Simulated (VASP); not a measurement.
# SnO2 (R3m) in VASP: further runs

Runs on SnO2. Level: PBEsol. Tasks: single point.

Program: VASP 6.6.1. These are calculated values, not measurements. Logs are shortened: lines on timing, memory, paths and dates and some standing lists are left out, and cuts for length are marked.

## 1. The cell of the first run

The typed cell holds 12 atoms: a = 5.757 Å, b = 5.757 Å, c = 5.757 Å, α = 70.42°, β = 70.42°, γ = 70.42°.

## 2. Single point, PBEsol (13.66 Å³/atom)

The input, INCAR:

```
PREC = Accurate
ENCUT = 520
EDIFF = 1E-6
ISMEAR = 0
SIGMA = 0.05
LREAL = F
LASPH = T
NELM = 100
ALGO = Normal
ISIF = 2
LWAVE = F
LCHARG = F
GGA = PS
NBANDS = 64
```

The input, KPOINTS:

```
regular mesh
0
Gamma
  6 6 6
```

The input, POSCAR:

```
SnO2
1.0
    3.3194842212      1.9165051087      4.2956338811
   -3.3194842212      1.9165051087      4.2956338811
    0.0000000000     -3.8330102173      4.2956338812
Sn O
4 8
Direct
    0.8646807174      0.8646807174      0.8646807174
    0.3648245829      0.3648245829      0.8648190111
    0.3648245829      0.8648190111      0.3648245829
    0.8648190111      0.3648245829      0.3648245829
    0.1235003534      0.6233501671      0.6233501671
    0.6233501671      0.1235003534      0.6233501671
    0.6233501671      0.6233501671      0.1235003534
    0.6062113146      0.6062113146      0.6062113146
    0.1234715296      0.1234715296      0.1234715296
    0.1060883083      0.1060883083      0.6062369573
    0.1060883083      0.6062369573      0.1060883083
    0.6062369573      0.1060883083      0.1060883083
```

Potentials or basis: VASP PAW PBE potentials, release 64 (Sn_d, O).

Command:

```
$ cat potpaw_PBE.64/Sn_d/POTCAR potpaw_PBE.64/O/POTCAR > POTCAR
$ mpirun -np 1 vasp_std > vasp.out
```

OUTCAR:

```text
PREC = Accurate
   ENCUT = 520
   EDIFF = 1E-6
   ISMEAR = 0
   LREAL = F
   LASPH = T
   NELM = 100
   ISIF = 2
   GGA = PS

 ion  position               nearest neighbor table
   1  0.865  0.865  0.865-  10 2.14  11 2.14  12 2.14   7 2.14   5 2.14   6 2.14   3 3.32   4 3.32
                             3 3.32   4 3.32   2 3.32   2 3.32
   2  0.365  0.365  0.865-   9 2.14  11 2.14  12 2.14   6 2.14   5 2.14   8 2.14   3 3.32   4 3.32
                             1 3.32   1 3.32   4 3.32   3 3.32
   3  0.365  0.865  0.365-   9 2.14  12 2.14  10 2.14   5 2.14   7 2.14   8 2.14   2 3.32   4 3.32
                             1 3.32   1 3.32   2 3.32   4 3.32
   4  0.865  0.365  0.365-   9 2.14  11 2.14  10 2.14   6 2.14   7 2.14   8 2.14   2 3.32   3 3.32
                             1 3.32   1 3.32   2 3.32   3 3.32
   5  0.124  0.623  0.623-   1 2.14   3 2.14   2 2.14
   6  0.623  0.124  0.623-   1 2.14   4 2.14   2 2.14
   7  0.623  0.623  0.124-   1 2.14   3 2.14   4 2.14
   8  0.606  0.606  0.606-   2 2.14   3 2.14   4 2.14
   9  0.123  0.123  0.123-   2 2.14   3 2.14   4 2.14
  10  0.106  0.106  0.606-   3 2.14   4 2.14   1 2.14
  11  0.106  0.606  0.106-   4 2.14   2 2.14   1 2.14
  12  0.606  0.106  0.106-   3 2.14   2 2.14   1 2.14

  LATTYP: Found a trigonal (rhomboedric) cell.
 ALAT       =     5.7571206142
 COS(alpha) =     0.3350935338

  Lattice vectors:

 A1 = (   3.3194842212,   1.9165051087,   4.2956338811)
 A2 = (  -3.3194842212,   1.9165051087,   4.2956338811)
 A3 = (   0.0000000000,  -3.8330102173,   4.2956338812)

Analysis of symmetry for initial positions (statically):
=====================================================================
 Subroutine PRICEL returns:
 Original cell was already a primitive cell.

 Routine SETGRP: Setting up the symmetry group for a
 trigonal (rhombohedral) supercell.

 Subroutine GETGRP returns: Found  6 space group operations
 (whereof  6 operations were pure point group operations)
 out of a pool of 12 trial point group operations.

The static configuration has the point symmetry C_3v.

Analysis of symmetry for dynamics (positions and initial velocities):
=====================================================================
 Subroutine PRICEL returns:
 Original cell was already a primitive cell.

 Routine SETGRP: Setting up the symmetry group for a
 trigonal (rhombohedral) supercell.

 Subroutine GETGRP returns: Found  6 space group operations
 (whereof  6 operations were pure point group operations)
 out of a pool of 12 trial point group operations.

The dynamic configuration has the point symmetry C_3v.

 Subroutine INISYM returns: Found  6 space group operations
 (whereof  6 operations are pure point group operations),
 and found     1 'primitive' translations

----------------------------------------------------------------------------------------

                                     Primitive cell

  volume of cell :     163.9680

  direct lattice vectors                    reciprocal lattice vectors
     3.319484221  1.916505109  4.295633881     0.150625810  0.086963852  0.077598171
    -3.319484221  1.916505109  4.295633881    -0.150625810  0.086963852  0.077598171
     0.000000000 -3.833010217  4.295633881     0.000000000 -0.173927704  0.077598171

  length of vectors
     5.757120614  5.757120614  5.757120614     0.190452940  0.190452940  0.190452940

  position of ions in fractional coordinates (direct lattice)
     0.864680717  0.864680717  0.864680717
     0.364824583  0.364824583  0.864819011
     0.364824583  0.864819011  0.364824583
     0.864819011  0.364824583  0.364824583
     0.123500353  0.623350167  0.623350167
     0.623350167  0.123500353  0.623350167
     0.623350167  0.623350167  0.123500353
     0.606211315  0.606211315  0.606211315
     0.123471530  0.123471530  0.123471530
     0.106088308  0.106088308  0.606236957
     0.106088308  0.606236957  0.106088308
     0.606236957  0.106088308  0.106088308

  ion indices of the primitive-cell ions
   primitive index   ion index
                 1           1
                 2           2
                 3           3
                 4           4
                 5           5
                 6           6
                 7           7
                 8           8
                 9           9
                10          10
                11          11
                12          12

----------------------------------------------------------------------------------------

 KPOINTS: regular mesh

Automatic generation of k-mesh.
 Grid dimensions read from file:
 generate k-points for:    6    6    6

 Generating k-lattice:

  Cartesian coordinates                     Fractional coordinates (reciprocal lattice)
     0.025104302  0.014493975  0.012933029     0.166666667 -0.000000000  0.000000000
    -0.025104302  0.014493975  0.012933029    -0.000000000  0.166666667  0.000000000
     0.000000000 -0.028987951  0.012933029     0.000000000  0.000000000  0.166666667

  Length of vectors
     0.031742157  0.031742157  0.031742157

  Shift w.r.t. Gamma in fractional coordinates (k-lattice)
     0.000000000  0.000000000  0.000000000

 Subroutine IBZKPT returns following result:
 ===========================================

 Found     32 irreducible k-points:

 Following reciprocal coordinates:
            Coordinates               Weight
  0.000000  0.000000  0.000000      1.000000
  0.166667  0.000000 -0.000000      6.000000
  0.333333  0.000000  0.000000      6.000000
  0.500000  0.000000 -0.000000      3.000000
  0.166667  0.166667 -0.000000      6.000000
  0.333333  0.166667  0.000000     12.000000
[... 16 lines left out ...]
  0.500000  0.500000  0.166667      6.000000
 -0.333333  0.500000  0.166667     12.000000
 [... further k-points ...]
   k-points           NKPTS =     32   k-points in BZ     NKDIM =     32   number of bands    NBANDS=     64
   number of dos      NEDOS =    301   number of ions     NIONS =     12
   total plane-waves  NPLWV = 110592
   dimension x,y,z NGX =    48 NGY =   48 NGZ =   48
   dimension x,y,z NGXF=    96 NGYF=   96 NGZF=   96
   ions per type =               4   8
   NGX,Y,Z   is equivalent  to a cutoff of  13.86, 13.86, 13.86 a.u.
   NGXF,Y,Z  is equivalent  to a cutoff of  27.72, 27.72, 27.72 a.u.
 SYSTEM =  unknown system
   PREC   = accura    normal or accurate (medium, high low for compatibility)
   ISTART =      0    job   : 0-new  1-cont  2-samecut
   ICHARG =      2    charge: 1-file 2-atom 10-const
   ISPIN  =      1    spin polarized calculation?
   LNONCOLLINEAR =      F non collinear calculations
   LSORBIT =      F    spin-orbit coupling
   LASPH  =      T    aspherical Exc in radial PAW
   ENCUT  =  520.0 eV  38.22 Ry    6.18 a.u.  10.70 10.70 10.70*2*pi/ulx,y,z
   NELM   =    100;   NELMIN=  2; NELMDL= -5     # of ELM steps
   EDIFF  = 0.1E-05   stopping-criterion for ELM
   LREAL  =      F    real-space projection
   EDIFFG = 0.1E-04   stopping-criterion for IOM
   NSW    =      0    number of steps for IOM
   IBRION =     -1    ionic relax: 0-MD 1-quasi-New 2-CG
   NFREE  =      0    steps in history (QN), initial steepest desc. (CG)
   ISIF   =      2    stress and relaxation
   ISYM   =      2    0-nonsym 1-usesym 2-fastsym
   POTIM  = 0.5000    time-step for ionic-motion
   TEBEG  =    0.0;   TEEND  =   0.0 temperature during run
   PSTRESS=    0.0 pullay stress
   NELECT =     104.0000    total number of electrons
   NUPDOWN=      -1.0000    fix difference up-down
   EMIN   =  10.00;   EMAX   =-10.00  energy-range for DOS
   EFERMI =   0.00;   METHOD = LEGACY
   ISMEAR =     0;   SIGMA  =   0.05  broadening in eV -4-tet -1-fermi 0-gaus
   EFERMI_NEDOS =   21; number of points for ismear=-14 and -15
   IALGO  =     38    algorithm
   IMIX   =      4    mixing-type and parameters
     AMIX     =   0.40;   BMIX     =  1.00
     AMIX_MAG =   1.60;   BMIX_MAG =  1.00
  volume/ion in A,a.u.               =      13.66        92.21
  Fermi-wavevector in a.u.,A,eV,Ry     =   1.406586  2.658062 26.918906  1.978484
  Thomas-Fermi vector in A             =   2.528931
   LORBIT       =      0    0 simple, 1 ext, 2 COOP (PROOUT), +10 PAW based schemes
   GGA     = PS    functional components
   LHFCALC =     F    Hartree Fock is set to
   AEXX    =    0.0000 exact exchange contribution
   IVDW    =     0    specifies the selected vdW correction
   LEPSILON=     F    determine dielectric tensor
   LRPA    =     F    only Hartree local field effects (RPA)
 non-spin polarized calculation
 Gauss-broadening in eV      SIGMA  =   0.05
  energy-cutoff  :      520.00
  volume of cell :      163.97
 maximum number of plane-waves:      4441
 NGX is ok and might be reduce to    48
   NGX = 21   NGY = 21   NGZ = 21

 number of electron     103.9999999 magnetization

 Free energy of the ion-electron system (eV)
  ---------------------------------------------------
  ext. energy  EPLUGINS =         0.00000000
  ---------------------------------------------------
  free energy    TOTEN  =       -76.97156085 eV

  energy without entropy =      -76.97156085  energy(sigma->0) =      -76.97156085

 E-fermi :   4.4550     XC(G=0): -10.7181

 val. band max:        4.2138091582   @ k =   0.0000   0.0000   0.0000
 cond. band min:       5.2750299126   @ k =   0.0000   0.0000   0.0000
 fundamental gap:      1.0612207544
 Fermi energy:         4.4550383523

 k-point     1 :       0.0000    0.0000    0.0000
  band No.  band energies     occupation
      1     -16.4058      2.00000
      2     -16.4058      2.00000
      3     -16.4057      2.00000
      4     -15.9667      2.00000
      5     -15.7350      2.00000
      6     -15.7350      2.00000
[... 56 lines left out ...]
     63      14.5135      0.00000
     64      14.5276      0.00000

 k-point     2 :       0.1667    0.0000   -0.0000
  band No.  band energies     occupation
      1     -16.3728      2.00000
      2     -16.3728      2.00000
      3     -16.3677      2.00000
      4     -15.9440      2.00000
      5     -15.7816      2.00000
      6     -15.7246      2.00000
[... 56 lines left out ...]
     63      14.3042      0.00000
     64      14.3046      0.00000

 k-point     3 :       0.3333    0.0000    0.0000
  band No.  band energies     occupation
      1     -16.2874      2.00000
      2     -16.2874      2.00000
      3     -16.2603      2.00000
      4     -15.9491      2.00000
      5     -15.8422      2.00000
      6     -15.8266      2.00000
[... 1396 lines left out ...]
     63      13.0948      0.00000
     64      13.6974      0.00000

 k-point    24 :      -0.3333    0.5000    0.1667
  band No.  band energies     occupation
      1     -16.2125      2.00000
      2     -16.2103      2.00000
      3     -16.1776      2.00000
      4     -16.0226      2.00000
      5     -15.9574      2.00000
      6     -15.8500      2.00000
[... 56 lines left out ...]
     63      13.2814      0.00000
     64      13.4396      0.00000

 [... further k-points ...]

------------------------ aborting loop because EDIFF is reached ----------------------------------------

  FORCE on cell =-STRESS in cart. coord.  units (eV):
  Direction    XX          YY          ZZ          XY          YZ          ZX
  --------------------------------------------------------------------------------------
  -------------------------------------------------------------------------------------
  Total      -11.8393283    -11.8393283     -3.1943547      0.0000000      0.0000000      0.0000000
  in kB     -115.6853981   -115.6853981    -31.2129364      0.0000000      0.0000000      0.0000000
  external PRESSURE =     -87.5279109 kB  Pullay stress =       0.0000000 kB

 VOLUME and BASIS-vectors are now :
 -----------------------------------------------------------------------------
  energy-cutoff  :      520.00
  volume of cell :      163.97
      direct lattice vectors                 reciprocal lattice vectors
     3.319484221  1.916505109  4.295633881     0.150625810  0.086963852  0.077598171
    -3.319484221  1.916505109  4.295633881    -0.150625810  0.086963852  0.077598171
     0.000000000 -3.833010217  4.295633881     0.000000000 -0.173927704  0.077598171

 POSITION                                       TOTAL-FORCE (eV/Angst)
 -----------------------------------------------------------------------------------
      0.00000      0.00000     11.14306         0.000000      0.000000      0.002487
      0.00000     -1.91648      6.84925         0.000000     -0.001036     -0.000915
     -1.65972      0.95824      6.84925        -0.000898      0.000518     -0.000915
      1.65972      0.95824      6.84925         0.000898      0.000518     -0.000915
     -1.65924     -0.95796      5.88588        -0.000960     -0.000554      0.225501
      1.65924     -0.95796      5.88588         0.000960     -0.000554      0.225501
      0.00000      1.91593      5.88588         0.000000      0.001109      0.225501
      0.00000      0.00000      7.81219         0.000000     -0.000000     -0.225787
      0.00000      0.00000      1.59117         0.000000      0.000000      0.225104
      0.00000     -1.91707      3.51561         0.000000      0.001098     -0.225188
     -1.66024      0.95854      3.51561         0.000951     -0.000549     -0.225188
      1.66024      0.95854      3.51561        -0.000951     -0.000549     -0.225188
 -----------------------------------------------------------------------------------
    total drift:                               -0.000000     -0.000000      0.000031

  FREE ENERGIE OF THE ION-ELECTRON SYSTEM (eV)
  ---------------------------------------------------
  free  energy   TOTEN  =       -76.9715608545 eV

  energy  without entropy=      -76.9715608545  energy(sigma->0) =      -76.97156085
```

Wall time 4 min (1 thread of Intel Xeon 6975P-C (Granite Rapids), shared host); peak memory 0.45 GiB.

What came out:

| Property | Result |
| --- | --- |
| Free energy | -76.9716 eV |
| Pressure | -8.8 GPa |
| Largest force | 0.226 eV/Å |
| Band gap on the k mesh | 1.06 eV |

Forces in eV/Å, atoms in the order of the input:
```
Sn   0.000  0.000  0.002
Sn   0.000 -0.001 -0.001
Sn  -0.001  0.001 -0.001
Sn   0.001  0.001 -0.001
O   -0.001 -0.001  0.226
O    0.001 -0.001  0.226
O    0.000  0.001  0.226
O    0.000  0.000 -0.226
O    0.000  0.000  0.225
O    0.000  0.001 -0.225
O    0.001 -0.001 -0.225
O   -0.001 -0.001 -0.225
```

Stress tensor (GPa, compression positive):
```
-11.57   0.00   0.00
  0.00 -11.57   0.00
  0.00   0.00  -3.12
```

Caveat: the cell stands under tension; the PAW data sets were made with another functional, which shifts forces and pressure a little; spin-orbit coupling is left out, which moves the levels of the heavy elements.

## 3. Single point, PBEsol (13.66 Å³/atom)

The input, INCAR:

```
SYSTEM = SnO2
PREC     = Accurate       ! precision mode
ENCUT    = 520            ! plane-wave cutoff, eV
EDIFF    = 1E-6           ! SCF threshold, eV
ISMEAR   = 0              ! smearing method
SIGMA    = 0.05           ! smearing width, eV
LREAL    = .FALSE.        ! projectors in reciprocal space
LASPH    = .TRUE.         ! aspherical terms in the spheres
NELM     = 60             ! most SCF steps
ALGO     = Normal         ! electronic algorithm
ISIF     = 2              ! what is computed and relaxed
LWAVE    = .FALSE.        ! write WAVECAR
LCHARG   = .FALSE.        ! write CHGCAR
GGA      = PS             ! functional
NBANDS   = 64             ! bands
```

The input, KPOINTS:

```
regular mesh
0
G
  6 6 6
  0 0 0
```

POSCAR: that of step 2 with these lines changed.

```diff
@@ -2,5 +2,5 @@
 1.0
-    3.3194842212      1.9165051087      4.2956338811
-   -3.3194842212      1.9165051087      4.2956338811
-    0.0000000000     -3.8330102173      4.2956338812
+    3.0615520284      1.7675878878      5.0499280191
+   -3.0615520284      1.7675878878      5.0499280191
+    0.0000000000     -3.5351757754      5.0499280191
 Sn O
```

Potentials or basis: VASP PAW PBE potentials, release 64 (Sn_d, O).

Command:

```
$ cat potpaw_PBE.64/Sn_d/POTCAR potpaw_PBE.64/O/POTCAR > POTCAR
$ mpirun -np 1 vasp_std > vasp.out
```

It took 4 min on 1 thread of Intel Xeon 6975P-C (Granite Rapids), shared host; peak memory 0.45 GiB.

Results (log left out):

* Free energy: -76.2008 eV
* Pressure: 5.5 GPa
* Largest force: 0.924 eV/Å
* Band gap on the k mesh: 2.63 eV

Forces on the atoms (eV/Å):
```
Sn   0.000  0.000  0.003
Sn   0.000  0.002 -0.001
Sn   0.001 -0.001 -0.001
Sn  -0.001 -0.001 -0.001
O    0.000  0.000  0.921
O    0.000  0.000  0.921
O    0.000  0.000  0.921
O    0.000  0.000 -0.924
O    0.000  0.000  0.916
O    0.000  0.000 -0.919
O    0.000  0.000 -0.919
O    0.000  0.000 -0.919
```

Stress tensor (GPa, compression positive):
```
12.43  0.00  0.00
 0.00 12.43  0.00
 0.00  0.00 -8.29
```

Levels at points of the mesh, in eV from the valence-band top:
```tsv
k point	band 49	band 50	band 51	band 52	band 53	band 54	band 55	band 56
(0.00, 0.00, 0.00)	-0.21	0.00	0.00	0.00	2.63	5.51	5.51	5.51
(0.50, 0.00, 0.00)	-0.31	-0.31	-0.12	-0.12	4.89	4.90	6.19	6.19
(0.50, 0.50, 0.00)	-0.33	-0.33	-0.06	-0.06	5.11	5.11	6.28	6.28
(0.50, 0.50, 0.50)	-0.39	-0.39	-0.33	-0.33	3.76	5.84	5.84	5.84
```

Caveat: the cell stands under pressure; the PAW data sets were made with another functional, which shifts forces and pressure a little; spin-orbit coupling is left out, which moves the levels of the heavy elements.

(Continued in part 2 of 2.)
